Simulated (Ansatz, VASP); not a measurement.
## One calculation of ZnSe, two programs

Contents of INCAR:

```
  ALGO = Normal
  EDIFF = 1E-6
  ENCUT = 520
  GGA = PE
  ISIF = 2
  ISMEAR = -1
  LASPH = T
  LCHARG = T
  LELF = T
  LREAL = F
  LVHAR = T
  LWAVE = F
  NBANDS = 26
  NELM = 100
  PREC = Accurate
  SIGMA = 0.02
```

File KPOINTS:

```
k-points
0
Gamma
  6 5 6
```

File POSCAR:

```
ZnSe
1.0
   -2.8663503088      2.8663503088      0.0000000000
    0.0000000000      0.0000000000      5.7327006175
    2.8663503088      2.8663503088      0.0000000000
Zn Se
2 2
Direct
    0.0000000000      0.0000000000      0.0000000000
    0.5000000000      0.5000000000      0.5000000000
    0.0000000000      0.2500000000      0.5000000000
    0.5000000000      0.7500000000      0.0000000000
```

Input for Ansatz:

```yaml
crystal:
  lattice:
    - [-2.8663503088, 2.8663503088, 0.0]
    - [0.0, 0.0, 5.7327006175]
    - [2.8663503088, 2.8663503088, 0.0]
  atoms:
    - { symbol: Zn, position: [0.0, 0.0, 0.0] }
    - { symbol: Zn, position: [0.5, 0.5, 0.5] }
    - { symbol: Se, position: [0.0, 0.25, 0.5] }
    - { symbol: Se, position: [0.5, 0.75, 0.0] }
kpoints:
  mp_grid: { grid: [6, 5, 6] }
scf:
  occupations: { method: fermi_dirac, width: 0.02 }
hamiltonian:
  xc: pbe
  pseudopotentials: { kind: all_electron, lapw: { basis_error: 0.001 } }
output:
  forces: true
  stress: true
  eigenvalues: true
```

Alike in both runs: task single point; functional PBE; k mesh 6 × 5 × 6; occupations fermi-dirac, width 0.02 eV; no spin polarisation.

```csv
,VASP,Ansatz
version,VASP 6.6.1,Ansatz 0.2.0
potentials or method,"VASP PAW PBE potentials, release 64 (Zn, Se), cutoff 520 eV","all-electron LAPW, scalar-relativistic"
```

VASP gave:

| Property | Result |
| --- | --- |
| gap on the k mesh at the Fermi level (eV) | 1.15 |
| pressure (GPa) | 0.2 |

Problem. Which values does Ansatz return?

Solution. gap on the k mesh at the Fermi level (eV): 1.15; pressure (GPa): 0.0.

Ansatz ran all-electron here, and VASP with PAW potentials.
